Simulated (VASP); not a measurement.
Crystal: SiB3W.

```
Si B W
1.0
     3.74086    0.00000    0.00000
     0.00000    3.74086    0.00000
     0.00000    0.00000    3.74086
Si B W
1 3 1
Cartesian
  1.8704 1.8704 1.8704
  0.0000 1.8704 1.8704
  1.8704 0.0000 1.8704
  1.8704 1.8704 0.0000
  0.0000 0.0000 0.0000
```

| Item | Value |
| --- | --- |
| Program | VASP 6.6.1 |
| Task | relaxation of cell and atoms |
| Functional | PBE |
| Potentials or basis | VASP PAW PBE potentials, release 64 (Si, B, W_sv) |
| Cutoff | 500 eV |
| k mesh | 4 × 4 × 4 |
| Occupations | gaussian, width 0.1 eV |
| Spin | no spin polarisation |

At the start: pressure 12.8 GPa; volume 10.47 Å³/atom.

Question: Where does the relaxation end?

Answer: Over 3 steps the energy falls by 28.1 meV/atom and the volume is 11.22 Å³/atom (+7.1 %); space group Pm-3m (No. 221, to 0.05 Å).

Step by step:
```
step  energy change (eV)  largest force (eV/Å)  pressure (GPa)  volume (Å³)
   1              0.0000                0.0000           12.81        52.35
   2             -0.0725                0.0000           -7.27        58.95
   3             -0.1406                0.0000           -0.03        56.09
```

Final structure:
```
Si B W
1.0
     3.82797    0.00000    0.00000
     0.00000    3.82797    0.00000
     0.00000    0.00000    3.82797
Si B W
1 3 1
Direct
  0.50000 0.50000 0.50000
  0.00000 0.50000 0.50000
  0.50000 0.00000 0.50000
  0.50000 0.50000 0.00000
  0.00000 0.00000 0.00000
```

Caveat: the k points lie up to 0.41 Å⁻¹ apart in the final cell.
